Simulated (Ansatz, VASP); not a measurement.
# One calculation of TiAl, two programs

The input INCAR:

```
SYSTEM = TiAl
ALGO = Normal
EDIFF = 1E-7
ENCUT = 520
GGA = PE
ISIF = 2
ISMEAR = -1
LASPH = .TRUE.
LCHARG = .TRUE.
LELF = .TRUE.
LREAL = .FALSE.
LVHAR = .TRUE.
LWAVE = .FALSE.
NBANDS = 14
NELM = 60
PREC = Accurate
SIGMA = 0.05
```

KPOINTS

```
k-points
0
G
  11 11 6
  0 0 0
```

POSCAR

```
TiAl
1.0
    2.8862512777      0.0000000000      0.0000000000
   -1.4431256388      2.4995669282      0.0000000000
    0.0000000000      0.0000000000      4.7090645850
Ti Al
1 1
Direct
    0.0000000000      0.0000000000      0.0000000000
    0.3333333333      0.6666666667      0.5000000000
```

Contents of input.yaml:

```yaml
crystal:
  lattice:
    - [2.8862512777, 0.0, 0.0]
    - [-1.4431256388, 2.4995669282, 0.0]
    - [0.0, 0.0, 4.709064585]
  atoms:
    - { symbol: Ti, position: [0.0, 0.0, 0.0] }
    - { symbol: Al, position: [0.3333333333, 0.6666666667, 0.5] }
hamiltonian:
  xc: pbe
  pseudopotentials: { kind: paw, azcp: { folder: soft_1 } }
kpoints:
  mp_grid: { grid: [11, 11, 6] }
scf:
  occupations: { method: fermi_dirac, width: 0.05 }
output:
  forces: true
  stress: true
  eigenvalues: true
```

Alike in both runs: task single point; functional PBE; k mesh 11 × 11 × 6; occupations fermi-dirac, width 0.05 eV; no spin polarisation.

|  | VASP | Ansatz |
| --- | --- | --- |
| version | VASP 6.6.1 | Ansatz 0.2.0 |
| potentials or method | VASP PAW PBE potentials, release 64 (Ti_sv, Al) | Ansatz PAW soft_1 |
| plane-wave cutoff (eV) | 520 | 420 |
| valence electrons in the cell | 15 | 15 |

|  | VASP | Ansatz | Ansatz less VASP |
| --- | --- | --- | --- |
| gap on the k mesh at the Fermi level (eV) | none | none | - |
| pressure (GPa) | -1.8 | -1.8 | +0.04 |
| traceless stress, the component that is largest in VASP (GPa) | -1.42 | -1.46 | -0.037 |

A gap of «none» marks a metal or a gap that the smearing closes.
